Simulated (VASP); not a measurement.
Runs of VASP 6.6.1 on ScAl3. It takes space group Pm-3m (No. 221, cubic). Conventional cell: a = 4.088 Å, b = 4.088 Å, c = 4.088 Å, α = 90.00°, β = 90.00°, γ = 90.00°. Within 3.8 Å of Sc (site symmetry m-3m) lie 12 Al at 2.89 Å. Within 3.8 Å of Al (site symmetry 4/mmm) lie 4 Sc at 2.89 Å and 8 Al at 2.89 Å. 

```csv
level,potentials or basis,gap on the mesh (eV),pressure (GPa)
RPBE,"VASP PAW PBE potentials, release 64 (Sc_sv, Al)",none,3.1
LDA,"VASP PAW LDA potentials, release 64 (Sc_sv, Al)",none,-3.7
BLYP,"VASP PAW PBE potentials, release 64 (Sc_sv, Al)",none,(a)
revPBE,"VASP PAW PBE potentials, release 64 (Sc_sv, Al)",none,2.6
```

Alike in all rows: task single point; no spin polarisation; cell as given; k mesh 5 × 5 × 5; cutoff (eV) 520; smearing methfessel-paxton 0.15 eV.

Problem. Estimate the missing entries.

Solution. (a) 3.8.

Caveats: the PAW data sets were made with another functional, which shifts forces and pressure a little (some runs).

A gap of «none» marks levels without a gap at the run's occupations.
